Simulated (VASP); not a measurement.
# ZnO (NiAs type) (P6_3/mmc) in VASP: a series of runs

The runs below take ZnO (NiAs type) through single point, relaxation of cell and atoms, with PBE.

Everything below comes from runs of VASP 6.6.1. Logs are shortened: lines on timing, memory, paths and dates and some standing lists are left out, and cuts for length are marked.

## 1. The cell of the first run

It takes space group P6_3/mmc (No. 194, hexagonal). Conventional cell: a = 2.858 Å, b = 2.858 Å, c = 4.997 Å, α = 90.00°, β = 90.00°, γ = 120.00°. Zn (site symmetry -3m) has 6 O at 2.07 Å and 2 Zn at 2.50 Å within 2.7 Å. Within 2.7 Å of O (site symmetry -6m2) lie 6 Zn at 2.07 Å.

## 2. Single point, PBE

File INCAR:

```
SYSTEM = ZnO
ALGO = Normal ; EDIFF = 1E-6
ENCUT = 520 ; GGA = PE
ISIF = 2 ; ISMEAR = -1
LASPH = .TRUE. ; LCHARG = .TRUE.
LELF = .TRUE. ; LREAL = .FALSE.
LVHAR = .TRUE. ; LWAVE = .FALSE.
NBANDS = 26 ; NELM = 60
PREC = Accurate ; SIGMA = 0.05
```

File KPOINTS:

```
k-points
0
G
  11 11 6
  0 0 0
```

File POSCAR:

```
ZnO
1.0
    2.8583973419      0.0000000000      0.0000000000
   -1.4291986709      2.4754447122      0.0000000000
    0.0000000000      0.0000000000      4.9968396462
Zn O
2 2
Direct
    0.0000000000      0.0000000000      0.0000000000
    0.0000000000      0.0000000000      0.5000000000
    0.3333333333      0.6666666667      0.2500000000
    0.6666666667      0.3333333333      0.7500000000
```

Potentials or basis: VASP PAW PBE potentials, release 64 (Zn, O).

Run with:

```bash
cat potpaw_PBE.64/Zn/POTCAR potpaw_PBE.64/O/POTCAR > POTCAR
mpirun -np 1 vasp_std > vasp.out
```

OUTCAR:

```text
SYSTEM = ZnO
   EDIFF = 1E-6
   ENCUT = 520
   GGA = PE
   ISIF = 2
   ISMEAR = -1
   LASPH = .TRUE.
   LREAL = .FALSE.
   NELM = 60
   PREC = Accurate

 ion  position               nearest neighbor table
   1  0.000  0.000  0.000-   3 2.07   4 2.07   3 2.07   4 2.07   4 2.07   3 2.07   2 2.50   2 2.50

   2  0.000  0.000  0.500-   3 2.07   4 2.07   3 2.07   4 2.07   4 2.07   3 2.07   1 2.50   1 2.50

   3  0.333  0.667  0.250-   1 2.07   2 2.07   1 2.07   2 2.07   1 2.07   2 2.07
   4  0.667  0.333  0.750-   1 2.07   2 2.07   1 2.07   2 2.07   1 2.07   2 2.07

  LATTYP: Found a hexagonal cell.
 ALAT       =     2.8583973419
 C/A-ratio  =     1.7481263269

  Lattice vectors:

 A1 = (   2.8583973419,   0.0000000000,   0.0000000000)
 A2 = (  -1.4291986709,   2.4754447122,   0.0000000000)
 A3 = (   0.0000000000,   0.0000000000,   4.9968396462)

Analysis of symmetry for initial positions (statically):
=====================================================================
 Subroutine PRICEL returns:
 Original cell was already a primitive cell.

 Routine SETGRP: Setting up the symmetry group for a
 hexagonal supercell.

 Subroutine GETGRP returns: Found 24 space group operations
 (whereof 12 operations were pure point group operations)
 out of a pool of 24 trial point group operations.

The static configuration has the point symmetry D_3d.
 The point group associated with its full space group is D_6h.

Analysis of symmetry for dynamics (positions and initial velocities):
=====================================================================
 Subroutine PRICEL returns:
 Original cell was already a primitive cell.

 Routine SETGRP: Setting up the symmetry group for a
 hexagonal supercell.

 Subroutine GETGRP returns: Found 24 space group operations
 (whereof 12 operations were pure point group operations)
 out of a pool of 24 trial point group operations.

The dynamic configuration has the point symmetry D_3d.
 The point group associated with its full space group is D_6h.

 Subroutine INISYM returns: Found 24 space group operations
 (whereof 12 operations are pure point group operations),
 and found     1 'primitive' translations

----------------------------------------------------------------------------------------

                                     Primitive cell

  volume of cell :      35.3567
[... 85 lines left out ...]
   ISTART =      0    job   : 0-new  1-cont  2-samecut
   ICHARG =      2    charge: 1-file 2-atom 10-const
   ISPIN  =      1    spin polarized calculation?
   LNONCOLLINEAR =      F non collinear calculations
   LSORBIT =      F    spin-orbit coupling
   LASPH  =      T    aspherical Exc in radial PAW
   ENCUT  =  520.0 eV  38.22 Ry    6.18 a.u.   5.31  5.31  9.29*2*pi/ulx,y,z
   NELM   =     60;   NELMIN=  2; NELMDL= -5     # of ELM steps
   EDIFF  = 0.1E-05   stopping-criterion for ELM
   LREAL  =      F    real-space projection
   EDIFFG = 0.1E-04   stopping-criterion for IOM
   NSW    =      0    number of steps for IOM
   IBRION =     -1    ionic relax: 0-MD 1-quasi-New 2-CG
   NFREE  =      0    steps in history (QN), initial steepest desc. (CG)
   ISIF   =      2    stress and relaxation
   ISYM   =      2    0-nonsym 1-usesym 2-fastsym
   POTIM  = 0.5000    time-step for ionic-motion
   TEBEG  =    0.0;   TEEND  =   0.0 temperature during run
   PSTRESS=    0.0 pullay stress
   NELECT =      36.0000    total number of electrons
   NUPDOWN=      -1.0000    fix difference up-down
   EMIN   =  10.00;   EMAX   =-10.00  energy-range for DOS
   EFERMI =   0.00;   METHOD = LEGACY
   ISMEAR =    -1;   SIGMA  =   0.05  broadening in eV -4-tet -1-fermi 0-gaus
   EFERMI_NEDOS =   21; number of points for ismear=-14 and -15
   IALGO  =     38    algorithm
   IMIX   =      4    mixing-type and parameters
     AMIX     =   0.40;   BMIX     =  1.00
     AMIX_MAG =   1.60;   BMIX_MAG =  1.00
  volume/ion in A,a.u.               =       8.84        59.65
  Fermi-wavevector in a.u.,A,eV,Ry     =   1.646968  3.112319 36.905867  2.712505
  Thomas-Fermi vector in A             =   2.736507
   LORBIT       =      0    0 simple, 1 ext, 2 COOP (PROOUT), +10 PAW based schemes
   GGA     = PE    functional components
   LHFCALC =     F    Hartree Fock is set to
   AEXX    =    0.0000 exact exchange contribution
   IVDW    =     0    specifies the selected vdW correction
   LEPSILON=     F    determine dielectric tensor
   LRPA    =     F    only Hartree local field effects (RPA)
 non-spin polarized calculation
  energy-cutoff  :      520.00
  volume of cell :       35.36
 maximum number of plane-waves:       978
 NGX is ok and might be reduce to    24
   NGX = 11   NGY = 11   NGZ = 19

 number of electron      36.0000017 magnetization

 Free energy of the ion-electron system (eV)
  ---------------------------------------------------
  ext. energy  EPLUGINS =         0.00000000
  ---------------------------------------------------
  free energy    TOTEN  =       -16.36461432 eV

  energy without entropy =      -16.36461427  energy(sigma->0) =      -16.36461429

 E-fermi :   4.5554     XC(G=0): -12.8684

 val. band max:        3.8687704680   @ k =   0.0000   0.0000   0.0000
 cond. band min:       5.1233863022   @ k =   0.0000   0.0000   0.0000
 fundamental gap:      1.2546158343
 Fermi energy:         4.5554288244

 k-point     1 :       0.0000    0.0000    0.0000
  band No.  band energies     occupation
      1     -15.7573      2.00000
      2     -14.2606      2.00000
      3      -4.6480      2.00000
      4      -2.4502      2.00000
      5      -2.4502      2.00000
      6      -2.1455      2.00000
[... 685 lines left out ...]
     25      18.6178      0.00000
     26      20.5339      0.00000

 [... further k-points ...]
[... 5 lines left out ...]
  --------------------------------------------------------------------------------------
  -------------------------------------------------------------------------------------
  Total        7.8441780      7.8441780      7.9131472      0.0000000      0.0000000     -0.0000000
  in kB      355.4567590    355.4567590    358.5820793      0.0000000      0.0000000     -0.0000000
  external PRESSURE =     356.4985324 kB  Pullay stress =       0.0000000 kB

 VOLUME and BASIS-vectors are now :
 -----------------------------------------------------------------------------
  energy-cutoff  :      520.00
  volume of cell :       35.36
      direct lattice vectors                 reciprocal lattice vectors
     2.858397342  0.000000000  0.000000000     0.349846393  0.201983909  0.000000000
    -1.429198671  2.475444712  0.000000000     0.000000000  0.403967818  0.000000000
     0.000000000  0.000000000  4.996839646     0.000000000  0.000000000  0.200126494

 POSITION                                       TOTAL-FORCE (eV/Angst)
 -----------------------------------------------------------------------------------
      0.00000      0.00000      0.00000        -0.000000      0.000000     -0.000000
      0.00000      0.00000      2.49842        -0.000000      0.000000     -0.000000
     -0.00000      1.65030      1.24921         0.000000     -0.000000      0.000000
      1.42920      0.82515      3.74763        -0.000000      0.000000      0.000000
 -----------------------------------------------------------------------------------
    total drift:                               -0.000000      0.000000      0.000000

  FREE ENERGIE OF THE ION-ELECTRON SYSTEM (eV)
  ---------------------------------------------------
  free  energy   TOTEN  =       -16.3646143177 eV

  energy  without entropy=      -16.3646142719  energy(sigma->0) =      -16.36461429
```

Run time: 43 s. Hardware: 1 thread of Intel Xeon 6975P-C, shared host; peak memory 0.19 GiB.

What came out:

| Item | Value |
| --- | --- |
| Free energy | -16.3646 eV |
| Pressure | 35.6 GPa |
| Band gap on the k mesh | 1.25 eV, direct |

## 3. Single point, PBE

File INCAR:

```
PREC = Accurate ; ENCUT = 520
EDIFF = 1E-6 ; ISMEAR = -1
SIGMA = 0.05 ; LREAL = False
LASPH = True ; NELM = 100
ALGO = Normal ; ISIF = 2
LWAVE = False ; LCHARG = False
GGA = PE ; NBANDS = 26
```

File KPOINTS:

```
regular mesh
0
Gamma
  11 11 6
```

POSCAR is that of step 2.

Potentials or basis: VASP PAW PBE potentials, release 64 (Zn, O).

Run with:

```bash
cat potpaw_PBE.64/Zn/POTCAR potpaw_PBE.64/O/POTCAR > POTCAR
mpirun -np 1 vasp_std > vasp.out
```

OUTCAR:

```text
PREC = Accurate
   ENCUT = 520
   EDIFF = 1E-6
   ISMEAR = -1
   LREAL = False
   LASPH = True
   NELM = 100
   ISIF = 2
   GGA = PE

 ion  position               nearest neighbor table
   1  0.000  0.000  0.000-   3 2.07   4 2.07   3 2.07   4 2.07   4 2.07   3 2.07   2 2.50   2 2.50

   2  0.000  0.000  0.500-   3 2.07   4 2.07   3 2.07   4 2.07   4 2.07   3 2.07   1 2.50   1 2.50

   3  0.333  0.667  0.250-   1 2.07   2 2.07   1 2.07   2 2.07   1 2.07   2 2.07
   4  0.667  0.333  0.750-   1 2.07   2 2.07   1 2.07   2 2.07   1 2.07   2 2.07
[... 892 lines left out ...]
     26      20.5339      0.00000

 [... further k-points ...]
[... 5 lines left out ...]
  --------------------------------------------------------------------------------------
  -------------------------------------------------------------------------------------
  Total        7.8441780      7.8441780      7.9131472      0.0000000      0.0000000     -0.0000000
  in kB      355.4567590    355.4567590    358.5820793      0.0000000      0.0000000     -0.0000000
  external PRESSURE =     356.4985324 kB  Pullay stress =       0.0000000 kB

 VOLUME and BASIS-vectors are now :
 -----------------------------------------------------------------------------
  energy-cutoff  :      520.00
  volume of cell :       35.36
      direct lattice vectors                 reciprocal lattice vectors
     2.858397342  0.000000000  0.000000000     0.349846393  0.201983909  0.000000000
    -1.429198671  2.475444712  0.000000000     0.000000000  0.403967818  0.000000000
     0.000000000  0.000000000  4.996839646     0.000000000  0.000000000  0.200126494

 POSITION                                       TOTAL-FORCE (eV/Angst)
 -----------------------------------------------------------------------------------
      0.00000      0.00000      0.00000        -0.000000      0.000000     -0.000000
      0.00000      0.00000      2.49842        -0.000000      0.000000     -0.000000
     -0.00000      1.65030      1.24921         0.000000     -0.000000      0.000000
      1.42920      0.82515      3.74763        -0.000000      0.000000      0.000000
 -----------------------------------------------------------------------------------
    total drift:                               -0.000000      0.000000      0.000000

  FREE ENERGIE OF THE ION-ELECTRON SYSTEM (eV)
  ---------------------------------------------------
  free  energy   TOTEN  =       -16.3646143177 eV

  energy  without entropy=      -16.3646142719  energy(sigma->0) =      -16.36461429
```

OSZICAR:

```text
N       E                     dE             d eps       ncg     rms          rms(c)
DAV:   1     0.277197593303E+03    0.27720E+03   -0.18770E+04  3576   0.221E+03
DAV:   2     0.690891985717E+01   -0.27029E+03   -0.25421E+03  3436   0.419E+02
DAV:   3    -0.189343182041E+02   -0.25843E+02   -0.25474E+02  3650   0.130E+02
DAV:   4    -0.193671508254E+02   -0.43283E+00   -0.43186E+00  3610   0.167E+01
DAV:   5    -0.193689694770E+02   -0.18187E-02   -0.18186E-02  3544   0.115E+00    0.159E+01
DAV:   6    -0.162415630340E+02    0.31274E+01   -0.53743E+00  5138   0.613E+01    0.113E+01
DAV:   7    -0.164036736976E+02   -0.16211E+00   -0.25708E+00  3460   0.163E+01    0.642E+00
DAV:   8    -0.163898154098E+02    0.13858E-01   -0.28020E-01  4858   0.560E+00    0.142E+00
DAV:   9    -0.163634664488E+02    0.26349E-01   -0.49339E-02  4820   0.476E+00    0.174E-01
DAV:  10    -0.163645796131E+02   -0.11132E-02   -0.14812E-02  3388   0.854E-01    0.661E-02
DAV:  11    -0.163646007110E+02   -0.21098E-04   -0.16247E-04  3928   0.133E-01    0.174E-02
DAV:  12    -0.163646148568E+02   -0.14146E-04   -0.11307E-05  3922   0.454E-02    0.105E-02
DAV:  13    -0.163646143177E+02    0.53909E-06   -0.21175E-06  2662   0.367E-02
   1 F= -.16364614E+02 E0= -.16364614E+02  d E =-.457744E-07
```

It took 45 s on 1 thread of Intel Xeon 6975P-C, shared host; peak memory 0.19 GiB.

Results:

```
Free energy            : -16.3646 eV
Pressure               : 35.6 GPa
Band gap on the k mesh : 1.25 eV, direct
```

Stress tensor (GPa, compression positive):
```
35.55  0.00  0.00
 0.00 35.55  0.00
 0.00  0.00 35.86
```

## 4. Relaxation of cell and atoms, PBE, target pressure 34 GPa, at which the enthalpy is minimised

This run uses another cell than the first one, of 8.81 Å³/atom, 0.997 times its volume.

File INCAR:

```
SYSTEM = ZnO
PREC     = Accurate       ! precision mode
ENCUT    = 600            ! plane-wave cutoff, eV
EDIFF    = 1E-7           ! SCF threshold, eV
ISMEAR   = -1             ! smearing method
SIGMA    = 0.05           ! smearing width, eV
LREAL    = .False.        ! projectors in reciprocal space
LASPH    = .True.         ! aspherical terms in the spheres
NELM     = 80             ! most SCF steps
ALGO     = Normal         ! electronic algorithm
ISIF     = 3              ! what is computed and relaxed
LWAVE    = .False.        ! write WAVECAR
LCHARG   = .False.        ! write CHGCAR
GGA      = PE             ! functional
IBRION   = 2              ! ionic algorithm
NSW      = 60             ! ionic steps
EDIFFG   = -0.005         ! ionic threshold
PSTRESS  = 340.0
```

File KPOINTS:

```
Automatic mesh
0
Gamma
  11 11 6
  0 0 0
```

File POSCAR:

```
ZnO
1.0
    2.9724407121      0.0000000000      0.0000000000
   -1.4862203560      2.5742091679      0.0000000000
    0.0000000000      0.0000000000      4.6072831038
Zn O
2 2
Direct
    0.0000000000      0.0000000000      0.0000000000
    0.0000000000      0.0000000000      0.5000000000
    0.3333333333      0.6666666667      0.2500000000
    0.6666666667      0.3333333333      0.7500000000
```

Potentials or basis: VASP PAW PBE potentials, release 64 (Zn, O).

Run with:

```bash
cat potpaw_PBE.64/Zn/POTCAR potpaw_PBE.64/O/POTCAR > POTCAR
mpirun -np 1 vasp_std > vasp.out
```

OUTCAR:

```text
SYSTEM = ZnO
   PREC = Accurate
   ENCUT = 600
   EDIFF = 1E-7
   ISMEAR = -1
   LREAL = .False.
   LASPH = .True.
   NELM = 80
   ISIF = 3
   GGA = PE
   IBRION = 2
   NSW = 60
   EDIFFG = -0.005
   PSTRESS = 340.0

 ion  position               nearest neighbor table
   1  0.000  0.000  0.000-   3 2.07   4 2.07   3 2.07   4 2.07   4 2.07   3 2.07   2 2.30   2 2.30

   2  0.000  0.000  0.500-   3 2.07   4 2.07   3 2.07   4 2.07   4 2.07   3 2.07   1 2.30   1 2.30

   3  0.333  0.667  0.250-   1 2.07   2 2.07   1 2.07   2 2.07   1 2.07   2 2.07
   4  0.667  0.333  0.750-   1 2.07   2 2.07   1 2.07   2 2.07   1 2.07   2 2.07

  LATTYP: Found a hexagonal cell.
 ALAT       =     2.9724407121
 C/A-ratio  =     1.5500000000

  Lattice vectors:

 A1 = (   2.9724407121,   0.0000000000,   0.0000000000)
 A2 = (  -1.4862203560,   2.5742091679,   0.0000000000)
 A3 = (   0.0000000000,   0.0000000000,   4.6072831038)

Analysis of symmetry for initial positions (statically):
=====================================================================
 Subroutine PRICEL returns:
 Original cell was already a primitive cell.

 Routine SETGRP: Setting up the symmetry group for a
 hexagonal supercell.

 Subroutine GETGRP returns: Found 24 space group operations
[... 180 lines left out ...]
  Total        6.2179069      6.2179069     14.0210160      0.0000000      0.0000000      0.0000000
  in kB      282.5874457    282.5874456    637.2181442      0.0000000      0.0000000      0.0000000
  external PRESSURE =      60.7976785 kB  Pullay stress =     340.0000000 kB
[... 103 lines left out ...]
  energy  without entropy=      -16.6281404152  energy(sigma->0) =      -16.62814052

  enthalpy is  TOTEN    =        -8.8112312333 eV   P V=        7.8169093917

[... ionic steps 4 to 7 ...]

--------------------------------------- Ionic step        8  -------------------------------------------

 number of electron      36.0000017 magnetization

------------------------ aborting loop because EDIFF is reached ----------------------------------------
[... 75 lines left out ...]
--------------------------------------- Ionic step       10  -------------------------------------------

 number of electron      36.0000017 magnetization

 Free energy of the ion-electron system (eV)
  ---------------------------------------------------
  ext. energy  EPLUGINS =         0.00000000
  ---------------------------------------------------
  free energy    TOTEN  =       -16.41169088 eV

  energy without entropy =      -16.41169082  energy(sigma->0) =      -16.41169085

 E-fermi :   4.4757     XC(G=0): -12.8363

 val. band max:        3.8043663616   @ k =   0.0000   0.0000   0.0000
 cond. band min:       5.0281367667   @ k =   0.0000   0.0000   0.0000
 fundamental gap:      1.2237704051
 Fermi energy:         4.4757249444

 k-point     1 :       0.0000    0.0000    0.0000
  band No.  band energies     occupation
      1     -15.7644      2.00000
      2     -14.2852      2.00000
      3      -4.6597      2.00000
      4      -2.4845      2.00000
      5      -2.4845      2.00000
      6      -2.1866      2.00000
[... 589 lines left out ...]
     21      13.3398      0.00000
     22      15.0340      0.00000

 [... further k-points ...]
[... 5 lines left out ...]
  --------------------------------------------------------------------------------------
  -------------------------------------------------------------------------------------
  Total        7.5333264      7.5333264      7.5453979      0.0000000     -0.0000000      0.0000000
  in kB      339.5322838    339.5322838    340.0763548      0.0000000     -0.0000000      0.0000000
  external PRESSURE =      -0.2863592 kB  Pullay stress =     340.0000000 kB
[... 23 lines left out ...]
  energy  without entropy=      -16.4116908191  energy(sigma->0) =      -16.41169085

  enthalpy is  TOTEN    =        -8.8679870450 eV   P V=        7.5437038353

 reached required accuracy - stopping structural energy minimisation
```

CONTCAR:

```text
ZnO
   1.00000000000000
     2.8631751509659136    0.0000000000163007    0.0000000000000000
    -1.4315875754206779    2.4795824161795097    0.0000000000000000
    -0.0000000000000000    0.0000000000000000    5.0071411121806682
  Zn              O
     2     2
Direct
     0.0000000000000000    0.0000000000000000    0.0000000000000000
     0.0000000000000000    0.0000000000000000    0.5000000000000000
     0.3333333332999970    0.6666666667000030    0.2500000000000000
     0.6666666667000030    0.3333333332999970    0.7500000000000000

  0.00000000E+00  0.00000000E+00  0.00000000E+00
  0.00000000E+00  0.00000000E+00  0.00000000E+00
  0.00000000E+00  0.00000000E+00  0.00000000E+00
  0.00000000E+00  0.00000000E+00  0.00000000E+00
```

Run time: 3.9 min. Hardware: 1 thread of Intel Xeon 6975P-C, shared host; peak memory 0.2 GiB.

What came out:

```
Free energy                                            : -16.4117 eV
Relaxed volume                                         : 8.89 Å³/atom
Relaxed cell                                           : a = 2.863 Å, b = 2.863 Å, c = 5.007 Å, α = 90.00°, β = 90.00°, γ = 120.00°
Space group after relaxing (to 0.05 Å)                 : P6_3/mmc (No. 194)
Energy change on relaxing (the enthalpy is what falls) : -93.7 meV/atom
Ionic steps                                            : 10
Pressure after relaxing                                : 34.0 GPa
Band gap on the k mesh                                 : 1.22 eV, direct
```

Step by step:
```csv
step,energy change (eV),largest force (eV/Å),pressure (GPa),volume (Å³)
1,0.0000,0.0000,40.08,35.25
2,-0.6016,0.0000,24.22,36.88
3,-0.5913,0.0000,24.64,36.84
4,-0.1445,0.0000,42.02,34.60
5,-0.3702,0.0000,34.24,35.53
6,-0.3646,0.0000,34.41,35.50
7,-0.3875,0.0000,33.48,35.61
8,-0.3755,0.0000,33.97,35.55
9,-0.3757,0.0000,33.95,35.55
10,-0.3749,0.0000,33.97,35.55
```

Final structure:
```
Zn O
1.0
     2.86318    0.00000    0.00000
    -1.43159    2.47958    0.00000
     0.00000    0.00000    5.00714
Zn O
2 2
Cartesian
  0.0000 0.0000 0.0000
  0.0000 0.0000 2.5036
  0.0000 1.6531 1.2518
  1.4316 0.8265 3.7554
```

Caveat: the cell is relaxed towards a set pressure, so the enthalpy falls and the energy may rise.
